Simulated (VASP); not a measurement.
A run of VASP 6.6.1:

The input INCAR:

```
SYSTEM = K2InBiF6
ALGO = Normal
EDIFF = 1E-6
ENCUT = 520
GGA = PS
ISIF = 2
ISMEAR = 0
LASPH = .TRUE.
LCHARG = .FALSE.
LREAL = .FALSE.
LWAVE = .FALSE.
NBANDS = 55
NELM = 100
PREC = Accurate
SIGMA = 0.01
```

KPOINTS

```
k-points
0
G
  3 3 3
  0 0 0
```

File POSCAR:

```
K2InBiF6
1.0
    0.0000000000      4.8404130000      4.8404130000
    4.8404130000      0.0000000000      4.8404130000
    4.8404130000      4.8404130000      0.0000000000
K In Bi F
2 1 1 6
Direct
    0.7500000000      0.7500000000      0.7500000000
    0.2500000000      0.2500000000      0.2500000000
    0.5000000000      0.5000000000      0.5000000000
    0.0000000000      0.0000000000      0.0000000000
    0.7649020000      0.2350980000      0.2350980000
    0.2350980000      0.2350980000      0.7649020000
    0.2350980000      0.7649020000      0.7649020000
    0.2350980000      0.7649020000      0.2350980000
    0.7649020000      0.2350980000      0.7649020000
    0.7649020000      0.7649020000      0.2350980000
```

Potentials or basis: VASP PAW PBE potentials, release 64 (K_sv, In_d, Bi_d, F).

Run with:

```console
$ cat potpaw_PBE.64/K_sv/POTCAR potpaw_PBE.64/In_d/POTCAR potpaw_PBE.64/Bi_d/POTCAR potpaw_PBE.64/F/POTCAR > POTCAR
$ mpirun -np 1 vasp_std > vasp.out
```

Hardware: 1 thread of Intel(R) Xeon(R) Platinum 8259CL CPU @ 2.50GHz (Skylake/Cascade Lake) (shared host).

**Question.** How long does it take, and how much memory?

**Answer.** It took 85 s on 1 thread of Intel(R) Xeon(R) Platinum 8259CL CPU @ 2.50GHz (Skylake/Cascade Lake) (shared host), peak memory 0.41 GiB. Counts: scf iterations 14, k points 4.
